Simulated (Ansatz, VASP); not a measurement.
# TePb in VASP and in Ansatz

INCAR

```
PREC = Accurate ; ENCUT = 520
EDIFF = 1E-6 ; ISMEAR = 0
SIGMA = 0.1 ; LREAL = F
LASPH = T ; NELM = 100
ALGO = Normal ; ISIF = 2
LWAVE = F ; LCHARG = F
GGA = PE ; NBANDS = 17
```

File KPOINTS:

```
regular mesh
0
Gamma
  4 4 4
```

Contents of POSCAR:

```
TePb
1.0
    0.0000000000      3.2708968051      3.2708968051
    3.2708968051      0.0000000000      3.2708968051
    3.2708968051      3.2708968051      0.0000000000
Te Pb
1 1
Direct
    0.1010000000      0.8970000000      0.0870000000
    0.6010000000      1.3970000000      0.5870000000
```

Input for Ansatz:

```yaml
crystal:
  lattice:
    - [0.0, 3.2708968051, 3.2708968051]
    - [3.2708968051, 0.0, 3.2708968051]
    - [3.2708968051, 3.2708968051, 0.0]
  atoms:
    - { symbol: Te, position: [0.101, 0.897, 0.087] }
    - { symbol: Pb, position: [0.601, 1.397, 0.587] }
basis:
  ecutwfc: 670
kpoints:
  mp_grid: { grid: [4, 4, 4] }
hamiltonian:
  xc: pbe
scf:
  occupations: { method: gaussian, width: 0.1 }
output:
  forces: true
  stress: true
  eigenvalues: true
```

Alike in both runs: task single point; functional PBE; k mesh 4 × 4 × 4; occupations gaussian, width 0.1 eV; no spin polarisation.

|  | VASP | Ansatz |
| --- | --- | --- |
| version | VASP 6.6.1 | Ansatz 0.2.0 |
| potentials or method | VASP PAW PBE potentials, release 64 (Te, Pb_d), cutoff 520 eV | scalar-relativistic, plane waves, PAW |
| valence electrons in the cell | 20 | 30 |

Ansatz gave:

| Quantity | Value |
| --- | --- |
| gap on the k mesh at the Fermi level (eV) | 0.80 |
| least direct gap on the mesh (eV) | 0.80 |
| pressure (GPa) | 0.5 |

Q: Estimate VASP's values.

A: gap on the k mesh at the Fermi level (eV): 0.81; least direct gap on the mesh (eV): 0.81; pressure (GPa): 0.4.

VASP's potentials hold 20 valence electrons a cell and Ansatz's 30, so a difference there can come from the potentials and not from the codes.

Spin-orbit coupling is off throughout.
